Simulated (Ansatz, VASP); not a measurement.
Pb: VASP beside Ansatz

File INCAR:

```
PREC = Accurate ; ENCUT = 520
EDIFF = 1E-6 ; ISMEAR = -1
SIGMA = 0.05 ; LREAL = False
LASPH = True ; NELM = 100
ALGO = Normal ; ISIF = 2
LWAVE = False ; LCHARG = False
GGA = PE ; NBANDS = 21
```

KPOINTS

```
regular mesh
0
Gamma
  8 8 8
```

The input POSCAR:

```
Pb
1.0
    0.1031700017      3.4905850563      3.4905850563
    3.4905850563      0.1031700017      3.4905850563
    3.4905850563      3.4905850563      0.1031700017
Pb
2
Direct
    0.0000000000      0.0000000000      0.0000000000
    0.2500000000      0.2500000000      0.2500000000
```

Input for Ansatz:

```yaml
crystal:
  lattice:
    - [0.1031700017, 3.4905850563, 3.4905850563]
    - [3.4905850563, 0.1031700017, 3.4905850563]
    - [3.4905850563, 3.4905850563, 0.1031700017]
  atoms:
    - { symbol: Pb, position: [0.0, 0.0, 0.0] }
    - { symbol: Pb, position: [0.25, 0.25, 0.25] }
kpoints:
  mp_grid: { grid: [8, 8, 8] }
  band_path:
    path:
      - [0.0, 0.0, 0.0]
      - [0.5, 0.5, 0.5]
      - [0.2428775097, 0.5, 0.7571224903]
      - [-0.2428775097, 0.2428775097, 0.5]
      - [0.0, 0.0, 0.5]
      - [0.0, 0.0, 0.0]
      - [-0.3714387548, 0.0, 0.3714387548]
      - [0.0, 0.3714387548, 0.6285612452]
      - [0.0, 0.5, 0.5]
    npoints: 5
scf:
  occupations: { method: fermi_dirac, width: 0.05 }
hamiltonian:
  xc: pbe
  pseudopotentials: { kind: all_electron, lapw: { basis_error: 0.00025 } }
output:
  forces: true
  stress: true
  eigenvalues: true
```

Change from the starting cell: equal xy, yz and zx shear strains of +3 %.

Alike in both runs: task single point; functional PBE; k mesh 8 × 8 × 8; occupations fermi-dirac, width 0.05 eV; no spin polarisation.

|  | VASP | Ansatz |
| --- | --- | --- |
| version | VASP 6.6.1 | Ansatz 0.2.0 |
| potentials or method | VASP PAW PBE potentials, release 64 (Pb_d), cutoff 520 eV | all-electron LAPW, scalar-relativistic |

Ansatz gave:

- pressure (GPa): 2.5
- traceless stress, the component that is largest in VASP (GPa): -1.02
- rms of the force components (eV/Å): 0.203

Task: Which values does VASP return?

Result: Pressure (GPa): 2.5; traceless stress, the component that is largest in VASP (GPa): -1.02; rms of the force components (eV/Å): 0.202.

Atom by atom the forces differ by 0.001 eV/Å (rms over components). Ansatz ran all-electron here, and VASP with PAW potentials.

Neither program's run includes spin-orbit coupling.
